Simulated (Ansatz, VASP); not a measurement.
Two plane-wave programs on CuSn3

```xyz
4
Lattice="0.0000 3.6332 3.6332 3.6332 0.0000 3.6332 3.6332 3.6332 0.0000" Properties=species:S:1:pos:R:3 pbc="T T T"
Cu    0.0000    0.0000    0.0000
Sn    3.6332    3.6332    3.6332
Sn    1.8166    1.8166    1.8166
Sn    5.4498    5.4498    5.4498
```

Alike in both runs: functional PBE; k mesh 12 × 12 × 12; occupations gaussian, width 0.1 eV; no spin polarisation.

Ansatz relaxed the structure, and its values are those at the end. VASP's run is a single point on that final structure, the one shown.

|  | VASP | Ansatz |
| --- | --- | --- |
| version | VASP 6.6.1 | Ansatz 0.2.0 |
| potentials or method | VASP PAW PBE potentials, release 64 (Cu, Sn_d), cutoff 520 eV | scalar-relativistic, plane waves, PAW |
| valence electrons in the cell | 53 | 61 |

|  | VASP | Ansatz | Ansatz less VASP |
| --- | --- | --- | --- |
| gap on the k mesh at the Fermi level (eV) | none | none | - |
| pressure (GPa) | 0.0 | 0.0 | +0.05 |

A gap of «none» marks a metal or a gap that the smearing closes. VASP's potentials hold 53 valence electrons a cell and Ansatz's 61, so a difference there can come from the potentials and not from the codes.
